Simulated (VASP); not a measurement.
# MgS in VASP: a series of runs

The runs below take MgS through single point, with PBEsol.

All numbers are computed with VASP 6.6.1; they aren't measurements. Logs are shortened: lines on timing, memory, paths and dates and some standing lists are left out, and cuts for length are marked.

**1. The cell of the first run**

It takes space group R3m (No. 160, trigonal). The conventional cell has a = 4.046 Å, b = 4.046 Å, c = 19.823 Å, α = 90.00°, β = 90.00°, γ = 120.00°. Within 3.3 Å of Mg (site symmetry 3m) lie 4 S at 2.47 to 2.53 Å. Mg (site symmetry 3m) has 4 S at 2.43 to 2.48 Å within 3.2 Å. S (site symmetry 3m) has 4 Mg at 2.43 to 2.47 Å within 3.2 Å. Within 3.3 Å of S (site symmetry 3m) lie 4 Mg at 2.48 to 2.53 Å.

**2. Single point, PBEsol (atoms displaced along a vibrational mode, the cell strained)**

Input file INCAR:

```
SYSTEM = MgS
PREC = Accurate
ENCUT = 520
EDIFF = 1E-6
ISMEAR = 0
SIGMA = 0.05
LREAL = .FALSE.
LASPH = .TRUE.
NELM = 100
ALGO = Normal
ISIF = 2
LWAVE = .FALSE.
LCHARG = .TRUE.
GGA = PS
LELF = .TRUE.
LVHAR = .TRUE.
NBANDS = 16
ISYM = 0
```

Input file KPOINTS:

```
regular mesh
0
G
  9 9 8
  0 0 0
```

Input file POSCAR:

```
MgS
1.0
    0.0000000000     -2.8612189182     -2.8612189182
   -2.8612189182      0.0000000000     -2.8612189182
    2.8612189182      2.8612189182     -5.7224378365
Mg S
2 2
Direct
    0.0017363556      0.0017363556     -0.0052098293
    0.4982636444      0.4982636444      0.5052098293
    0.3757842905      0.3757842905      0.8726477249
    0.8742157095      0.8742157095      0.3773522751
```

Potentials or basis: VASP PAW PBE potentials, release 64 (Mg, S).

Command:

```console
cat potpaw_PBE.64/Mg/POTCAR potpaw_PBE.64/S/POTCAR > POTCAR
mpirun -np 1 vasp_std > vasp.out
```

OUTCAR:

```text
SYSTEM = MgS
   PREC = Accurate
   ENCUT = 520
   EDIFF = 1E-6
   ISMEAR = 0
   LREAL = .FALSE.
   LASPH = .TRUE.
   NELM = 100
   ISIF = 2
   GGA = PS
   ISYM = 0

 ion  position               nearest neighbor table
   1  0.002  0.002  0.995-   3 2.47   3 2.47   3 2.47   4 2.53
   2  0.498  0.498  0.505-   3 2.43   4 2.48   4 2.48   4 2.48
   3  0.376  0.376  0.873-   2 2.43   1 2.47   1 2.47   1 2.47
   4  0.874  0.874  0.377-   2 2.48   2 2.48   2 2.48   1 2.53

IMPORTANT INFORMATION: All symmetrisations will be switched off!
NOSYMM: (Re-)initialisation of all symmetry stuff for point group C_1.

----------------------------------------------------------------------------------------

                                     Primitive cell

  volume of cell :      93.6943

  direct lattice vectors                    reciprocal lattice vectors
     0.000000000 -2.861218918 -2.861218918     0.087375348 -0.262126045 -0.087375348
    -2.861218918  0.000000000 -2.861218918    -0.262126045  0.087375348 -0.087375348
     2.861218918  2.861218918 -5.722437837     0.087375348  0.087375348 -0.087375348

  length of vectors
     4.046374599  4.046374599  7.008526392     0.289791247  0.289791247  0.151338543

  position of ions in fractional coordinates (direct lattice)
     0.001736356  0.001736356  0.994790171
     0.498263644  0.498263644  0.505209829
     0.375784291  0.375784291  0.872647725
     0.874215709  0.874215709  0.377352275

  ion indices of the primitive-cell ions
   primitive index   ion index
                 1           1
                 2           2
                 3           3
                 4           4

----------------------------------------------------------------------------------------

 KPOINTS: regular mesh

Automatic generation of k-mesh.
 Grid dimensions read from file:
 generate k-points for:    9    9    8

 Generating k-lattice:

  Cartesian coordinates                     Fractional coordinates (reciprocal lattice)
     0.009708372 -0.029125116 -0.009708372     0.111111111  0.000000000 -0.000000000
    -0.029125116  0.009708372 -0.009708372     0.000000000  0.111111111 -0.000000000
     0.010921919  0.010921919 -0.010921919     0.000000000  0.000000000  0.125000000

  Length of vectors
     0.032199027  0.032199027  0.018917318

  Shift w.r.t. Gamma in fractional coordinates (k-lattice)
     0.000000000  0.000000000  0.000000000

 -----------------------------------------------------------------------------
|                                                                             |
|           W    W    AA    RRRRR   N    N  II  N    N   GGGG   !!!           |
|           W    W   A  A   R    R  NN   N  II  NN   N  G    G  !!!           |
|           W    W  A    A  R    R  N N  N  II  N N  N  G       !!!           |
|           W WW W  AAAAAA  RRRRR   N  N N  II  N  N N  G  GGG   !            |
|           WW  WW  A    A  R   R   N   NN  II  N   NN  G    G                |
|           W    W  A    A  R    R  N    N  II  N    N   GGGG   !!!           |
|                                                                             |
|     Your reciprocal lattice and k-lattice belong to different lattice       |
|     classes:                                                                |
|                                                                             |
|        The reciprocal lattice is rhombohedral (trigonal),                   |
|        whereas your k-lattice is base-centered monoclinic.                  |
|                                                                             |
|     Results are often still useful ...                                      |
|                                                                             |
 -----------------------------------------------------------------------------

 WARNING: IBZKPT: internal override: KBLOWUP is changed to .FALSE.
      ... skipping the blow-up phase ...

 Subroutine IBZKPT returns following result:
 ===========================================

 Found    325 irreducible k-points:

 Following reciprocal coordinates:
            Coordinates               Weight
  0.000000  0.000000  0.000000      1.000000
  0.111111  0.000000 -0.000000      2.000000
  0.222222  0.000000 -0.000000      2.000000
  0.333333  0.000000 -0.000000      2.000000
  0.444444  0.000000 -0.000000      2.000000
  0.000000  0.111111 -0.000000      2.000000
[... 16 lines left out ...]
 -0.111111  0.222222  0.000000      2.000000
  0.000000  0.333333 -0.000000      2.000000
 [... further k-points ...]
   k-points           NKPTS =    325   k-points in BZ     NKDIM =    325   number of bands    NBANDS=     16
   number of dos      NEDOS =    301   number of ions     NIONS =      4
   total plane-waves  NPLWV =  48600
   dimension x,y,z NGX =    30 NGY =   30 NGZ =   54
   dimension x,y,z NGXF=    60 NGYF=   60 NGZF=  108
   ions per type =               2   2
   NGX,Y,Z   is equivalent  to a cutoff of  12.33, 12.33, 12.81 a.u.
   NGXF,Y,Z  is equivalent  to a cutoff of  24.65, 24.65, 25.62 a.u.
 SYSTEM =  MgS
   PREC   = accura    normal or accurate (medium, high low for compatibility)
   ISTART =      0    job   : 0-new  1-cont  2-samecut
   ICHARG =      2    charge: 1-file 2-atom 10-const
   ISPIN  =      1    spin polarized calculation?
   LNONCOLLINEAR =      F non collinear calculations
   LSORBIT =      F    spin-orbit coupling
   LASPH  =      T    aspherical Exc in radial PAW
   ENCUT  =  520.0 eV  38.22 Ry    6.18 a.u.   7.52  7.52 13.03*2*pi/ulx,y,z
   NELM   =    100;   NELMIN=  2; NELMDL= -5     # of ELM steps
   EDIFF  = 0.1E-05   stopping-criterion for ELM
   LREAL  =      F    real-space projection
   EDIFFG = 0.1E-04   stopping-criterion for IOM
   NSW    =      0    number of steps for IOM
   IBRION =     -1    ionic relax: 0-MD 1-quasi-New 2-CG
   NFREE  =      0    steps in history (QN), initial steepest desc. (CG)
   ISIF   =      2    stress and relaxation
   ISYM   =      0    0-nonsym 1-usesym 2-fastsym
   POTIM  = 0.5000    time-step for ionic-motion
   TEBEG  =    0.0;   TEEND  =   0.0 temperature during run
   PSTRESS=    0.0 pullay stress
   NELECT =      16.0000    total number of electrons
   NUPDOWN=      -1.0000    fix difference up-down
   EMIN   =  10.00;   EMAX   =-10.00  energy-range for DOS
   EFERMI =   0.00;   METHOD = LEGACY
   ISMEAR =     0;   SIGMA  =   0.05  broadening in eV -4-tet -1-fermi 0-gaus
   EFERMI_NEDOS =   21; number of points for ismear=-14 and -15
   IALGO  =     38    algorithm
   IMIX   =      4    mixing-type and parameters
     AMIX     =   0.40;   BMIX     =  1.00
     AMIX_MAG =   1.60;   BMIX_MAG =  1.00
  volume/ion in A,a.u.               =      23.42       158.07
  Fermi-wavevector in a.u.,A,eV,Ry     =   0.908260  1.716363 11.223950  0.824937
  Thomas-Fermi vector in A             =   2.032166
   LORBIT       =      0    0 simple, 1 ext, 2 COOP (PROOUT), +10 PAW based schemes
   GGA     = PS    functional components
   LHFCALC =     F    Hartree Fock is set to
   AEXX    =    0.0000 exact exchange contribution
   IVDW    =     0    specifies the selected vdW correction
   LEPSILON=     F    determine dielectric tensor
   LRPA    =     F    only Hartree local field effects (RPA)
 non-spin polarized calculation
 Gauss-broadening in eV      SIGMA  =   0.05
  energy-cutoff  :      520.00
  volume of cell :       93.69
 maximum number of plane-waves:      2556
 NGX is ok and might be reduce to    30
   NGX = 15   NGY = 15   NGZ = 27

 number of electron      15.9999999 magnetization

 Free energy of the ion-electron system (eV)
  ---------------------------------------------------
  ext. energy  EPLUGINS =         0.00000000
  ---------------------------------------------------
  free energy    TOTEN  =       -17.79807345 eV

  energy without entropy =      -17.79807345  energy(sigma->0) =      -17.79807345

 E-fermi :   1.0484     XC(G=0):  -8.4543

 val. band max:        0.8510374380   @ k =   0.0000   0.0000   0.0000
 cond. band min:       3.9417976016   @ k =   0.0000   0.0000   0.0000
 fundamental gap:      3.0907601636
 Fermi energy:         1.0484453896

 k-point     1 :       0.0000    0.0000    0.0000
  band No.  band energies     occupation
      1     -10.3850      2.00000
      2      -9.6903      2.00000
      3      -2.2744      2.00000
      4       0.4379      2.00000
      5       0.4379      2.00000
      6       0.8091      2.00000
[... 8 lines left out ...]
     15       8.6148      0.00000
     16       9.0980      0.00000

 k-point     2 :       0.1111    0.0000   -0.0000
  band No.  band energies     occupation
      1     -10.3250      2.00000
      2      -9.6602      2.00000
      3      -2.1714      2.00000
      4       0.0681      2.00000
      5       0.3753      2.00000
      6       0.3947      2.00000
[... 8 lines left out ...]
     15       8.8119      0.00000
     16       9.4819      0.00000

 k-point     3 :       0.2222    0.0000   -0.0000
  band No.  band energies     occupation
      1     -10.1618      2.00000
      2      -9.5864      2.00000
      3      -1.8816      2.00000
      4      -0.6964      2.00000
      5      -0.4339      2.00000
      6       0.2286      2.00000
[... 8 lines left out ...]
     15       9.3617      0.00000
     16       9.3676      0.00000

 k-point     4 :       0.3333    0.0000   -0.0000
  band No.  band energies     occupation
      1      -9.9465      2.00000
      2      -9.5141      2.00000
      3      -1.5834      2.00000
      4      -1.3291      2.00000
      5      -1.0802      2.00000
      6       0.0795      2.00000
[... 8 lines left out ...]
     15       9.5230      0.00000
     16      10.1191      0.00000

 k-point     5 :       0.4444    0.0000   -0.0000
  band No.  band energies     occupation
      1      -9.7717      2.00000
      2      -9.4892      2.00000
      3      -1.8648      2.00000
      4      -1.6357      2.00000
      5      -0.7761      2.00000
      6      -0.2003      2.00000
[... 8 lines left out ...]
     15       9.7599      0.00000
     16      10.0906      0.00000

 k-point     6 :       0.0000    0.1111   -0.0000
  band No.  band energies     occupation
      1     -10.3250      2.00000
      2      -9.6602      2.00000
      3      -2.1714      2.00000
      4       0.0681      2.00000
      5       0.3753      2.00000
      6       0.3947      2.00000
[... 8 lines left out ...]
     15       8.8119      0.00000
     16       9.4819      0.00000
[... 267 lines left out ...]
 k-point    21 :      -0.3333    0.2222    0.0000
  band No.  band energies     occupation
      1      -9.7277      2.00000
      2      -9.4397      2.00000
      3      -1.7223      2.00000
      4      -1.4902      2.00000
      5      -0.9575      2.00000
      6      -0.7410      2.00000
[... 8 lines left out ...]
     15       9.6084      0.00000
     16       9.7980      0.00000

 k-point    22 :      -0.2222    0.2222    0.0000
  band No.  band energies     occupation
      1      -9.8634      2.00000
      2      -9.4605      2.00000
      3      -1.5425      2.00000
      4      -1.4233      2.00000
      5      -0.9840      2.00000
      6      -0.4953      2.00000
[... 8 lines left out ...]
     15       9.2605      0.00000
     16       9.3714      0.00000

 k-point    23 :      -0.1111    0.2222    0.0000
  band No.  band energies     occupation
      1     -10.0328      2.00000
      2      -9.5214      2.00000
      3      -1.6768      2.00000
      4      -1.1133      2.00000
      5      -0.8322      2.00000
      6      -0.0626      2.00000
[... 8 lines left out ...]
     15       9.2453      0.00000
     16       9.9186      0.00000

 k-point    24 :       0.0000    0.3333   -0.0000
  band No.  band energies     occupation
      1      -9.9465      2.00000
      2      -9.5141      2.00000
      3      -1.5834      2.00000
      4      -1.3291      2.00000
      5      -1.0802      2.00000
      6       0.0795      2.00000
[... 8 lines left out ...]
     15       9.5230      0.00000
     16      10.1191      0.00000

 [... further k-points ...]

------------------------ aborting loop because EDIFF is reached ----------------------------------------

  FORCE on cell =-STRESS in cart. coord.  units (eV):
  Direction    XX          YY          ZZ          XY          YZ          ZX
  --------------------------------------------------------------------------------------
  -------------------------------------------------------------------------------------
  Total       -1.2084969     -1.2084988     -1.2084071      0.0285250     -0.0285611     -0.0285647
  in kB      -20.6653550    -20.6653867    -20.6638195      0.4877796     -0.4883967     -0.4884578
  external PRESSURE =     -20.6648537 kB  Pullay stress =       0.0000000 kB

 VOLUME and BASIS-vectors are now :
 -----------------------------------------------------------------------------
  energy-cutoff  :      520.00
  volume of cell :       93.69
      direct lattice vectors                 reciprocal lattice vectors
     0.000000000 -2.861218918 -2.861218918     0.087375348 -0.262126045 -0.087375348
    -2.861218918  0.000000000 -2.861218918    -0.262126045  0.087375348 -0.087375348
     2.861218918  2.861218918 -5.722437837     0.087375348  0.087375348 -0.087375348

 POSITION                                       TOTAL-FORCE (eV/Angst)
 -----------------------------------------------------------------------------------
      2.84134      2.84134     -5.70256         0.169273      0.169273     -0.169292
      0.01987      0.01987     -5.74231        -0.198496     -0.198497      0.198514
      1.42164      1.42164     -7.14407         0.118936      0.118937     -0.118932
     -1.42164     -1.42164     -7.16202        -0.089714     -0.089713      0.089709
 -----------------------------------------------------------------------------------
    total drift:                                0.000132      0.000134     -0.000133

  FREE ENERGIE OF THE ION-ELECTRON SYSTEM (eV)
  ---------------------------------------------------
  free  energy   TOTEN  =       -17.7980734532 eV

  energy  without entropy=      -17.7980734532  energy(sigma->0) =      -17.79807345
```

Wall time 8 min (1 thread of Oxide Virtual Turin-like, shared host); peak memory 0.51 GiB.

Results:

```yaml
Free_energy: -17.7981 eV
Pressure: -2.1 GPa
Largest_force: 0.344 eV/Å
Band_gap_on_the_k_mesh: 3.09 eV
```

Forces on the atoms (eV/Å):
```
Mg   0.169  0.169 -0.169
Mg  -0.198 -0.198  0.199
S    0.119  0.119 -0.119
S   -0.090 -0.090  0.090
```

Caveat: the cell differs from its parent crystal (atoms displaced along a vibrational mode, the cell strained); the PAW data sets were made with another functional, which shifts forces and pressure a little.

**3. Single point, PBEsol**

This run uses another cell than the first one, of 24.30 Å³/atom.

Input file INCAR:

```
PREC     = Accurate       # precision mode
ENCUT    = 520            # plane-wave cutoff, eV
EDIFF    = 1E-6           # SCF threshold, eV
ISMEAR   = 0              # smearing method
SIGMA    = 0.05           # smearing width, eV
LREAL    = F              # projectors in reciprocal space
LASPH    = T              # aspherical terms in the spheres
NELM     = 60             # most SCF steps
ALGO     = Normal         # electronic algorithm
ISIF     = 2              # what is computed and relaxed
LWAVE    = F              # write WAVECAR
LCHARG   = F              # write CHGCAR
GGA      = PS             # functional
ISYM     = 0            
NBANDS   = 16             # bands
```

Input file KPOINTS:

```
regular mesh
0
Gamma
  9 9 8
```

Input file POSCAR:

```
MgS
1.0
    0.0000000000     -2.8965426086     -2.8965426086
   -2.8965426086      0.0000000000     -2.8965426086
    2.8965426086      2.8965426086     -5.7930852172
Mg S
2 2
Direct
    0.0000000000      0.0000000000      0.0000000000
    0.5000000000      0.5000000000      0.5000000000
    0.3750000000      0.3750000000      0.8750000000
    0.8750000000      0.8750000000      0.3750000000
```

Potentials or basis: VASP PAW PBE potentials, release 64 (Mg, S).

Command:

```console
cat potpaw_PBE.64/Mg/POTCAR potpaw_PBE.64/S/POTCAR > POTCAR
mpirun -np 1 vasp_std > vasp.out
```

It took 7.4 min on 1 thread of Oxide Virtual Turin-like, shared host; peak memory 0.53 GiB.

It converged, with:

- Free energy: -17.7474 eV
- Pressure: -3.8 GPa
- Band gap on the k mesh: 2.97 eV

Levels at points of the mesh, in eV from the valence-band top:
```
           k point  band 4  band 5  band 6  band 7  band 8  band 9  band 10  band 11  band 12  band 13
(0.00, 0.00, 0.00)   -0.31   -0.31    0.00    0.00    0.00    2.97     4.75     7.44     7.44     7.70
(0.00, 0.00, 0.50)   -1.77   -0.16   -0.16   -0.16   -0.16    4.51     4.51     7.41     7.41     7.91
```

Caveat: the cell stands under tension; the PAW data sets were made with another functional, which shifts forces and pressure a little.

**4. Single point, PBEsol (atoms displaced along a vibrational mode, the cell strained)**

Input file INCAR:

```
  ALGO = Normal
  EDIFF = 1E-6
  ENCUT = 520
  GGA = PS
  ISIF = 2
  ISMEAR = 0
  ISYM = 0
  LASPH = T
  LCHARG = T
  LELF = T
  LREAL = F
  LVHAR = T
  LWAVE = F
  NBANDS = 16
  NELM = 60
  PREC = Accurate
  SIGMA = 0.05
```

Input file KPOINTS:

```
k-points
0
Gamma
  9 9 8
```

Input file POSCAR:

```
MgS
1.0
    0.0000000000     -2.8965426086     -2.8965426086
   -2.8965426086      0.0000000000     -2.8965426086
    2.8965426086      2.8965426086     -5.7930852172
Mg S
2 2
Direct
    0.0017363556      0.0017363556     -0.0052098293
    0.4982636444      0.4982636444      0.5052098293
    0.3757842905      0.3757842905      0.8726477249
    0.8742157095      0.8742157095      0.3773522751
```

Command:

```console
cat potpaw_PBE.64/Mg/POTCAR potpaw_PBE.64/S/POTCAR > POTCAR
mpirun -np 1 vasp_std > vasp.out
```

Run time: 4.7 min. Hardware: 1 thread of Oxide Virtual Turin-like, shared host; peak memory 0.53 GiB.

Results (log left out):

| Item | Value |
| --- | --- |
| Free energy | -17.7348 eV |
| Pressure | -3.8 GPa |
| Largest force | 0.314 eV/Å |
| Band gap on the k mesh | 2.92 eV |

Forces on the atoms (eV/Å):
```
Mg   0.154  0.154 -0.154
Mg  -0.181 -0.181  0.181
S    0.103  0.103 -0.103
S   -0.076 -0.076  0.076
```

Levels at points of the mesh, in eV from the valence-band top:
| k point | band 5 | band 6 | band 7 | band 8 | band 9 | band 10 | band 11 | band 12 |
| --- | --- | --- | --- | --- | --- | --- | --- | --- |
| (0.00, 0.00, 0.00) | -0.40 | -0.04 | 0.00 | 0.00 | 2.92 | 4.71 | 7.37 | 7.37 |
| (0.00, 0.00, 0.50) | -0.34 | -0.34 | -0.08 | -0.08 | 4.38 | 4.55 | 7.23 | 7.50 |

Caveat: the cell differs from its parent crystal (atoms displaced along a vibrational mode, the cell strained); the cell stands under tension; the PAW data sets were made with another functional, which shifts forces and pressure a little.

**5. Single point, PBEsol**

Input file INCAR:

```
PREC = Accurate ; ENCUT = 520
EDIFF = 1E-7 ; ISMEAR = 0
SIGMA = 0.05 ; LREAL = F
LASPH = T ; NELM = 80
ALGO = Normal ; ISIF = 2
LWAVE = F ; LCHARG = T
GGA = PS ; LELF = T
LVHAR = T ; ISYM = 0
NBANDS = 16
```

Input file KPOINTS:

```
Automatic mesh
0
Gamma
  9 9 8
```

Input file POSCAR:

```
MgS
1.0
    0.0000000000     -2.8612189182     -2.8612189182
   -2.8612189182      0.0000000000     -2.8612189182
    2.8612189182      2.8612189182     -5.7224378365
Mg S
2 2
Direct
    0.0000000000      0.0000000000      0.0000000000
    0.5000000000      0.5000000000      0.5000000000
    0.3750000000      0.3750000000      0.8750000000
    0.8750000000      0.8750000000      0.3750000000
```

Command:

```console
cat potpaw_PBE.64/Mg/POTCAR potpaw_PBE.64/S/POTCAR > POTCAR
mpirun -np 1 vasp_std > vasp.out
```

Run time: 6.5 min. Hardware: 1 thread of Oxide Virtual Turin-like, shared host; peak memory 0.51 GiB.

Results (log left out):

```yaml
Free_energy: -17.8118 eV
Pressure: -2.1 GPa
Band_gap_on_the_k_mesh: 3.14 eV
```

Levels at points of the mesh, in eV from the valence-band top:
```tsv
k point	band 5	band 6	band 7	band 8	band 9	band 10	band 11	band 12
(0.00, 0.00, 0.00)	-0.32	0.00	0.00	0.00	3.14	4.88	7.50	7.50
(0.00, 0.00, 0.50)	-0.17	-0.17	-0.17	-0.17	4.69	4.69	7.56	7.56
```

Caveat: the PAW data sets were made with another functional, which shifts forces and pressure a little. A k mesh can miss the band edges.

(Part 1 of 2 ends here.)
